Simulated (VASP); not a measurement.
# Sn3O2 in VASP: a series of runs

Runs on Sn3O2. Level: PBE. Tasks: single point.

All numbers are computed with VASP 6.6.1; they aren't measurements. Logs are shortened: lines on timing, memory, paths and dates and some standing lists are left out, and cuts for length are marked.

## 1. The cell of the first run

The cell holds a slab with vacuum, 10 atoms: a = 3.868 Å, b = 3.868 Å, c = 27.884 Å, α = 90.00°, β = 90.00°, γ = 90.00°.

## 2. Single point, PBE

INCAR reads:

```
PREC = Accurate ; ENCUT = 520
EDIFF = 1E-7 ; ISMEAR = 0
SIGMA = 0.05 ; LREAL = F
LASPH = T ; NELM = 80
ALGO = Normal ; ISIF = 2
LWAVE = F ; LCHARG = F
LDIPOL = T ; IDIPOL = 3
DIPOL = 0.5 0.5 0.500 ; GGA = PE
NBANDS = 65
```

KPOINTS reads:

```
regular mesh
0
Gamma
  9 9 1
```

POSCAR reads:

```
Sn3O2
1.0
    3.8681707517      0.0000000000      0.0000000000
    0.0000000000      3.8681707517      0.0000000000
    0.0000000000      0.0000000000     27.8836913978
Sn O
6 4
Direct
    0.0000000000      0.5000000000      0.2689744300
    0.5000000000      0.0000000000      0.3675674601
    0.0000000000      0.5000000000      0.4507034849
    0.5000000000      0.0000000000      0.5492965151
    0.0000000000      0.5000000000      0.6324325399
    0.5000000000      0.0000000000      0.7310255700
    0.0000000000      0.0000000000      0.4091354725
    0.5000000000      0.5000000000      0.4091354725
    0.0000000000      0.0000000000      0.5908645275
    0.5000000000      0.5000000000      0.5908645275
```

Potentials or basis: VASP PAW PBE potentials, release 64 (Sn_d, O).

Launch:

```sh
> cat potpaw_PBE.64/Sn_d/POTCAR potpaw_PBE.64/O/POTCAR > POTCAR
> mpirun -np 1 vasp_std > vasp.out
```

OUTCAR:

```text
PREC = Accurate
   ENCUT = 520
   EDIFF = 1E-7
   ISMEAR = 0
   LREAL = F
   LASPH = T
   NELM = 80
   ISIF = 2
   GGA = PE

 ion  position               nearest neighbor table
   1  0.000  0.500  0.269-
   2  0.500  0.000  0.368-   7 2.25   8 2.25   8 2.25   7 2.25   3 3.59   3 3.59   3 3.59   3 3.59

   3  0.000  0.500  0.451-   7 2.25   8 2.25   7 2.25   8 2.25   2 3.59   2 3.59   2 3.59   2 3.59

   4  0.500  0.000  0.549-   9 2.25  10 2.25  10 2.25   9 2.25   5 3.59   5 3.59   5 3.59   5 3.59

   5  0.000  0.500  0.632-   9 2.25  10 2.25   9 2.25  10 2.25   4 3.59   4 3.59   4 3.59   4 3.59

   6  0.500  0.000  0.731-
   7  0.000  0.000  0.409-   2 2.25   2 2.25   3 2.25   3 2.25
   8  0.500  0.500  0.409-   2 2.25   2 2.25   3 2.25   3 2.25
   9  0.000  0.000  0.591-   5 2.25   5 2.25   4 2.25   4 2.25
  10  0.500  0.500  0.591-   5 2.25   5 2.25   4 2.25   4 2.25

  LATTYP: Found a simple tetragonal cell.
 ALAT       =     3.8681707517
 C/A-ratio  =     7.2084954847

  Lattice vectors:

 A1 = (   3.8681707517,   0.0000000000,   0.0000000000)
 A2 = (   0.0000000000,   3.8681707517,   0.0000000000)
 A3 = (   0.0000000000,   0.0000000000,  27.8836913978)

Analysis of symmetry for initial positions (statically):
=====================================================================
 Subroutine PRICEL returns:
 Original cell was already a primitive cell.

 Routine SETGRP: Setting up the symmetry group for a
 simple tetragonal supercell.

 Subroutine GETGRP returns: Found 16 space group operations
 (whereof  8 operations were pure point group operations)
 out of a pool of 16 trial point group operations.

The static configuration has the point symmetry D_2d.
 The point group associated with its full space group is D_4h.

Analysis of symmetry for dynamics (positions and initial velocities):
=====================================================================
 Subroutine PRICEL returns:
 Original cell was already a primitive cell.

 Routine SETGRP: Setting up the symmetry group for a
 simple tetragonal supercell.

 Subroutine GETGRP returns: Found 16 space group operations
 (whereof  8 operations were pure point group operations)
 out of a pool of 16 trial point group operations.

The dynamic configuration has the point symmetry D_2d.
 The point group associated with its full space group is D_4h.

 Subroutine INISYM returns: Found 16 space group operations
 (whereof  8 operations are pure point group operations),
 and found     1 'primitive' translations

----------------------------------------------------------------------------------------

                                     Primitive cell

  volume of cell :     417.2166

  direct lattice vectors                    reciprocal lattice vectors
     3.868170752  0.000000000  0.000000000     0.258520129  0.000000000  0.000000000
     0.000000000  3.868170752  0.000000000     0.000000000  0.258520129  0.000000000
     0.000000000  0.000000000 27.883691398     0.000000000  0.000000000  0.035863257

  length of vectors
     3.868170752  3.868170752 27.883691398     0.258520129  0.258520129  0.035863257

  position of ions in fractional coordinates (direct lattice)
     0.000000000  0.500000000  0.268974430
     0.500000000  0.000000000  0.367567460
     0.000000000  0.500000000  0.450703485
     0.500000000  0.000000000  0.549296515
     0.000000000  0.500000000  0.632432540
     0.500000000  0.000000000  0.731025570
     0.000000000  0.000000000  0.409135472
     0.500000000  0.500000000  0.409135472
     0.000000000  0.000000000  0.590864528
     0.500000000  0.500000000  0.590864528

  ion indices of the primitive-cell ions
   primitive index   ion index
                 1           1
                 2           2
                 3           3
                 4           4
                 5           5
                 6           6
                 7           7
                 8           8
                 9           9
                10          10

----------------------------------------------------------------------------------------

 KPOINTS: regular mesh

Automatic generation of k-mesh.
 Grid dimensions read from file:
 generate k-points for:    9    9    1

 Generating k-lattice:

  Cartesian coordinates                     Fractional coordinates (reciprocal lattice)
     0.028724459  0.000000000  0.000000000     0.111111111  0.000000000  0.000000000
     0.000000000  0.028724459  0.000000000     0.000000000  0.111111111  0.000000000
     0.000000000  0.000000000  0.035863257     0.000000000  0.000000000  1.000000000

  Length of vectors
     0.028724459  0.028724459  0.035863257

  Shift w.r.t. Gamma in fractional coordinates (k-lattice)
     0.000000000  0.000000000  0.000000000

 Subroutine IBZKPT returns following result:
 ===========================================

 Found     15 irreducible k-points:

 Following reciprocal coordinates:
            Coordinates               Weight
  0.000000  0.000000  0.000000      1.000000
  0.111111  0.000000  0.000000      4.000000
  0.222222  0.000000  0.000000      4.000000
  0.333333  0.000000  0.000000      4.000000
  0.444444  0.000000  0.000000      4.000000
  0.111111  0.111111  0.000000      4.000000
  0.222222  0.111111  0.000000      8.000000
  0.333333  0.111111  0.000000      8.000000
  0.444444  0.111111  0.000000      8.000000
  0.222222  0.222222  0.000000      4.000000
  0.333333  0.222222  0.000000      8.000000
  0.444444  0.222222  0.000000      8.000000
  0.333333  0.333333  0.000000      4.000000
  0.444444  0.333333  0.000000      8.000000
  0.444444  0.444444  0.000000      4.000000
   k-points           NKPTS =     15   k-points in BZ     NKDIM =     15   number of bands    NBANDS=     65
   number of dos      NEDOS =    301   number of ions     NIONS =     10
   total plane-waves  NPLWV = 189000
   dimension x,y,z NGX =    30 NGY =   30 NGZ =  210
   dimension x,y,z NGXF=    60 NGYF=   60 NGZF=  420
   ions per type =               6   4
   NGX,Y,Z   is equivalent  to a cutoff of  12.89, 12.89, 12.52 a.u.
   NGXF,Y,Z  is equivalent  to a cutoff of  25.79, 25.79, 25.04 a.u.
 SYSTEM =  unknown system
   PREC   = accura    normal or accurate (medium, high low for compatibility)
   ISTART =      0    job   : 0-new  1-cont  2-samecut
   ICHARG =      2    charge: 1-file 2-atom 10-const
   ISPIN  =      1    spin polarized calculation?
   LNONCOLLINEAR =      F non collinear calculations
   LSORBIT =      F    spin-orbit coupling
   LASPH  =      T    aspherical Exc in radial PAW
   ENCUT  =  520.0 eV  38.22 Ry    6.18 a.u.   7.19  7.19 51.85*2*pi/ulx,y,z
   NELM   =     80;   NELMIN=  2; NELMDL= -5     # of ELM steps
   EDIFF  = 0.1E-06   stopping-criterion for ELM
   LREAL  =      F    real-space projection
   EDIFFG = 0.1E-05   stopping-criterion for IOM
   NSW    =      0    number of steps for IOM
   IBRION =     -1    ionic relax: 0-MD 1-quasi-New 2-CG
   NFREE  =      0    steps in history (QN), initial steepest desc. (CG)
   ISIF   =      2    stress and relaxation
   ISYM   =      2    0-nonsym 1-usesym 2-fastsym
   POTIM  = 0.5000    time-step for ionic-motion
   TEBEG  =    0.0;   TEEND  =   0.0 temperature during run
   PSTRESS=    0.0 pullay stress
   NELECT =     108.0000    total number of electrons
   NUPDOWN=      -1.0000    fix difference up-down
   EMIN   =  10.00;   EMAX   =-10.00  energy-range for DOS
   EFERMI =   0.00;   METHOD = LEGACY
   ISMEAR =     0;   SIGMA  =   0.05  broadening in eV -4-tet -1-fermi 0-gaus
   EFERMI_NEDOS =   21; number of points for ismear=-14 and -15
   IALGO  =     38    algorithm
   IMIX   =      4    mixing-type and parameters
     AMIX     =   0.40;   BMIX     =  1.00
     AMIX_MAG =   1.60;   BMIX_MAG =  1.00
  volume/ion in A,a.u.               =      41.72       281.55
  Fermi-wavevector in a.u.,A,eV,Ry     =   1.043347  1.971641 14.810943  1.088574
  Thomas-Fermi vector in A             =   2.178053
   LORBIT       =      0    0 simple, 1 ext, 2 COOP (PROOUT), +10 PAW based schemes
   GGA     = PE    functional components
   LHFCALC =     F    Hartree Fock is set to
   AEXX    =    0.0000 exact exchange contribution
   IVDW    =     0    specifies the selected vdW correction
   LEPSILON=     F    determine dielectric tensor
   LRPA    =     F    only Hartree local field effects (RPA)
 non-spin polarized calculation
 Gauss-broadening in eV      SIGMA  =   0.05
  energy-cutoff  :      520.00
  volume of cell :      417.22
 maximum number of plane-waves:     11264
 NGX is ok and might be reduce to    30
   NGX = 15   NGY = 15   NGZ =103

 dipolmoment           0.000000      0.000000      0.000000 electrons x Angstroem

 number of electron     107.9999975 magnetization

 dipolmoment           0.000000      0.000000     -0.000000 electrons x Angstroem

 Free energy of the ion-electron system (eV)
  ---------------------------------------------------
  ext. energy  EPLUGINS =         0.00000000
  ---------------------------------------------------
  free energy    TOTEN  =       -50.11535254 eV

  energy without entropy =      -50.10015113  energy(sigma->0) =      -50.10775184

 E-fermi :   1.3994     XC(G=0):  -5.7703

 val. band max:        1.3849500255   @ k =   0.4444   0.3333   0.0000
 cond. band min:       1.4255191003   @ k =   0.4444   0.1111   0.0000
 fundamental gap:      0.0405690748
 Fermi energy:         1.3993547942

 k-point     1 :       0.0000    0.0000    0.0000
  band No.  band energies     occupation
      1     -20.7496      2.00000
      2     -20.7450      2.00000
      3     -20.3947      2.00000
      4     -20.3901      2.00000
      5     -20.3874      2.00000
      6     -20.3874      2.00000
[... 57 lines left out ...]
     64       4.9597      0.00000
     65       5.1955      0.00000

 k-point     2 :       0.1111    0.0000    0.0000
  band No.  band energies     occupation
      1     -20.7439      2.00000
      2     -20.7400      2.00000
      3     -20.3946      2.00000
      4     -20.3906      2.00000
      5     -20.3865      2.00000
      6     -20.3854      2.00000
[... 57 lines left out ...]
     64       5.2357      0.00000
     65       5.5539      0.00000

 k-point     3 :       0.2222    0.0000    0.0000
  band No.  band energies     occupation
      1     -20.7279      2.00000
      2     -20.7257      2.00000
      3     -20.4490      2.00000
      4     -20.4418      2.00000
      5     -20.3843      2.00000
      6     -20.3837      2.00000
[... 805 lines left out ...]
     64       5.0325      0.00000
     65       5.6941      0.00000

 k-point    15 :       0.4444    0.4444    0.0000
  band No.  band energies     occupation
      1     -20.6929      2.00000
      2     -20.6847      2.00000
      3     -20.6842      2.00000
      4     -20.6761      2.00000
      5     -20.3700      2.00000
      6     -20.3697      2.00000
[... 57 lines left out ...]
     64       4.8075      0.00000
     65       5.4747      0.00000

------------------------ aborting loop because EDIFF is reached ----------------------------------------

 vacuum level on the upper side and lower side of the slab       (xc-potential included)        -0.111        -0.111

  FORCE on cell =-STRESS in cart. coord.  units (eV):
  Direction    XX          YY          ZZ          XY          YZ          ZX
  --------------------------------------------------------------------------------------
  -------------------------------------------------------------------------------------
  Total       -5.7330314     -5.7330314     -0.7981863      0.0000000      0.0000000      0.0000000
  in kB      -22.0157439    -22.0157439     -3.0651610      0.0000000      0.0000000      0.0000000
  external PRESSURE =     -15.6988829 kB  Pullay stress =       0.0000000 kB

 VOLUME and BASIS-vectors are now :
 -----------------------------------------------------------------------------
  energy-cutoff  :      520.00
  volume of cell :      417.22
      direct lattice vectors                 reciprocal lattice vectors
     3.868170752  0.000000000  0.000000000     0.258520129  0.000000000  0.000000000
     0.000000000  3.868170752  0.000000000     0.000000000  0.258520129  0.000000000
     0.000000000  0.000000000 27.883691398     0.000000000  0.000000000  0.035863257

 POSITION                                       TOTAL-FORCE (eV/Angst)
 -----------------------------------------------------------------------------------
      0.00000      1.93409      7.50000        -0.000000      0.000000      0.324575
      1.93409      0.00000     10.24914         0.000000      0.000000     -0.764280
      0.00000      1.93409     12.56728        -0.000000     -0.000000      0.084698
      1.93409      0.00000     15.31641        -0.000000      0.000000     -0.084698
      0.00000      1.93409     17.63455        -0.000000      0.000000      0.764280
      1.93409      0.00000     20.38369        -0.000000      0.000000     -0.324575
      0.00000      0.00000     11.40821        -0.000000     -0.000000      0.184053
      1.93409      1.93409     11.40821        -0.000000      0.000000      0.184053
      0.00000      0.00000     16.47548        -0.000000     -0.000000     -0.184053
      1.93409      1.93409     16.47548        -0.000000      0.000000     -0.184053
 -----------------------------------------------------------------------------------
    total drift:                                0.000000     -0.000000     -0.000000

  FREE ENERGIE OF THE ION-ELECTRON SYSTEM (eV)
  ---------------------------------------------------
  free  energy   TOTEN  =       -50.1153525442 eV

  energy  without entropy=      -50.1001511286  energy(sigma->0) =      -50.10775184

 vacuum level on the upper side and lower side of the slab         5.313         5.313
```

Wall time 6 min (1 thread of Intel Xeon 6975P-C (Granite Rapids), shared host); peak memory 0.59 GiB.

Results:

* Free energy: -50.1154 eV
* Largest force: 0.764 eV/Å
* Band gap on the k mesh: zero (bands 54 and 55 overlap by 0.93 eV)

Forces in eV/Å, atoms in the order of the input:
```
Sn   0.000  0.000  0.325
Sn   0.000  0.000 -0.764
Sn   0.000  0.000  0.085
Sn   0.000  0.000 -0.085
Sn   0.000  0.000  0.764
Sn   0.000  0.000 -0.325
O    0.000  0.000  0.184
O    0.000  0.000  0.184
O    0.000  0.000 -0.184
O    0.000  0.000 -0.184
```

Levels at points of the mesh, in eV from the Fermi level:
```
           k point  band 50  band 51  band 52  band 53  band 54  band 55  band 56  band 57  band 58  band 59
(0.00, 0.00, 0.00)    -3.30    -2.03    -1.13     0.05     0.12     1.33     2.55     2.55     2.61     2.61
```

Caveat: spin-orbit coupling is left out, which moves the levels of the heavy elements.

## 3. Single point, PBE

INCAR reads:

```
ALGO = Normal
DIPOL = 0.5 0.5 0.500
EDIFF = 1E-6
ENCUT = 520
GGA = PE
IDIPOL = 3
ISIF = 2
ISMEAR = 0
LASPH = T
LCHARG = F
LDIPOL = T
LREAL = F
LWAVE = F
NBANDS = 65
NELM = 100
PREC = Accurate
SIGMA = 0.05
```

KPOINTS reads:

```
k-points
0
Gamma
  9 9 1
```

POSCAR reads:

```
Sn3O2
1.0
    3.8681707517      0.0000000000      0.0000000000
    0.0000000000      3.8681707517      0.0000000000
    0.0000000000      0.0000000000     27.8836913978
Sn O
6 4
Direct
    0.0000000000      0.5000000000      0.2895546526
    0.5000000000      0.0000000000      0.3668066851
    0.0000000000      0.5000000000      0.4512911231
    0.5000000000      0.0000000000      0.5487088753
    0.0000000000      0.5000000000      0.6331933141
    0.5000000000      0.0000000000      0.7104453511
    0.0000000000      0.0000000000      0.4097276581
    0.5000000000      0.5000000000      0.4097276581
    0.0000000000      0.0000000000      0.5902723412
    0.5000000000      0.5000000000      0.5902723412
```

Potentials or basis: VASP PAW PBE potentials, release 64 (Sn_d, O).

Launch:

```sh
> cat potpaw_PBE.64/Sn_d/POTCAR potpaw_PBE.64/O/POTCAR > POTCAR
> mpirun -np 1 vasp_std > vasp.out
```

OUTCAR:

```text
EDIFF = 1E-6
   ENCUT = 520
   GGA = PE
   ISIF = 2
   ISMEAR = 0
   LASPH = T
   LREAL = F
   NELM = 100
   PREC = Accurate

 ion  position               nearest neighbor table
   1  0.000  0.500  0.290-   2 3.48   2 3.48   2 3.48   2 3.48
   2  0.500  0.000  0.367-   7 2.27   8 2.27   8 2.27   7 2.27   1 3.48   1 3.48   1 3.48   1 3.48
                             3 3.61   3 3.61   3 3.61   3 3.61
   3  0.000  0.500  0.451-   7 2.25   8 2.25   7 2.25   8 2.25   2 3.61   2 3.61   2 3.61   2 3.61

   4  0.500  0.000  0.549-   9 2.25  10 2.25  10 2.25   9 2.25   5 3.61   5 3.61   5 3.61   5 3.61

   5  0.000  0.500  0.633-   9 2.27  10 2.27   9 2.27  10 2.27   6 3.48   6 3.48   6 3.48   6 3.48
                             4 3.61   4 3.61   4 3.61   4 3.61
[... 1244 lines left out ...]
  energy-cutoff  :      520.00
  volume of cell :      417.22
      direct lattice vectors                 reciprocal lattice vectors
     3.868170752  0.000000000  0.000000000     0.258520129  0.000000000  0.000000000
     0.000000000  3.868170752  0.000000000     0.000000000  0.258520129  0.000000000
     0.000000000  0.000000000 27.883691398     0.000000000  0.000000000  0.035863257

 POSITION                                       TOTAL-FORCE (eV/Angst)
 -----------------------------------------------------------------------------------
      0.00000      1.93409      8.07385         0.000000      0.000000     -0.000744
      1.93409      0.00000     10.22792         0.000000     -0.000000     -0.071212
      0.00000      1.93409     12.58366         0.000000     -0.000000      0.078712
      1.93409      0.00000     15.30003         0.000000     -0.000000     -0.078712
      0.00000      1.93409     17.65577        -0.000000     -0.000000      0.071212
      1.93409      0.00000     19.80984        -0.000000     -0.000000      0.000744
      0.00000      0.00000     11.42472         0.000000     -0.000000     -0.004297
      1.93409      1.93409     11.42472         0.000000     -0.000000     -0.004297
      0.00000      0.00000     16.45897         0.000000      0.000000      0.004297
      1.93409      1.93409     16.45897         0.000000     -0.000000      0.004297
 -----------------------------------------------------------------------------------
    total drift:                                0.000000      0.000000      0.000047

  FREE ENERGIE OF THE ION-ELECTRON SYSTEM (eV)
  ---------------------------------------------------
  free  energy   TOTEN  =       -50.4404957903 eV

  energy  without entropy=      -50.4333507556  energy(sigma->0) =      -50.43692327

 vacuum level on the upper side and lower side of the slab         5.261         5.261
```

stdout:

```text
POSCAR found type information on POSCAR SnO
 POSCAR found :  2 types and      10 ions
 scaLAPACK will be used
 LDA part: xc-table for (Slater+PW92), standard interpolation
 POSCAR, INCAR and KPOINTS ok, starting setup
 FFT: planning ... GRIDC
 FFT: planning ... GRID_SOFT
 FFT: planning ... GRID
 WAVECAR not read
 entering main loop
```

Wall time 5.3 min (1 thread of Intel Xeon 6975P-C (Granite Rapids), shared host); peak memory 0.59 GiB.

What came out:

| Item | Value |
| --- | --- |
| Free energy | -50.4405 eV |
| Largest force | 0.079 eV/Å |
| Band gap on the k mesh | zero (bands 54 and 55 overlap by 1.52 eV) |

Forces on the atoms (eV/Å):
```
Sn   0.000  0.000 -0.001
Sn   0.000  0.000 -0.071
Sn   0.000  0.000  0.079
Sn   0.000  0.000 -0.079
Sn   0.000  0.000  0.071
Sn   0.000  0.000  0.001
O    0.000  0.000 -0.004
O    0.000  0.000 -0.004
O    0.000  0.000  0.004
O    0.000  0.000  0.004
```

Levels at points of the mesh, in eV from the Fermi level:
| k point | band 51 | band 52 | band 53 | band 54 | band 55 | band 56 | band 57 | band 58 |
| --- | --- | --- | --- | --- | --- | --- | --- | --- |
| (0.00, 0.00, 0.00) | -1.50 | -0.52 | 0.66 | 0.68 | 1.83 | 2.10 | 2.10 | 2.14 |

Caveat: spin-orbit coupling is left out, which moves the levels of the heavy elements.
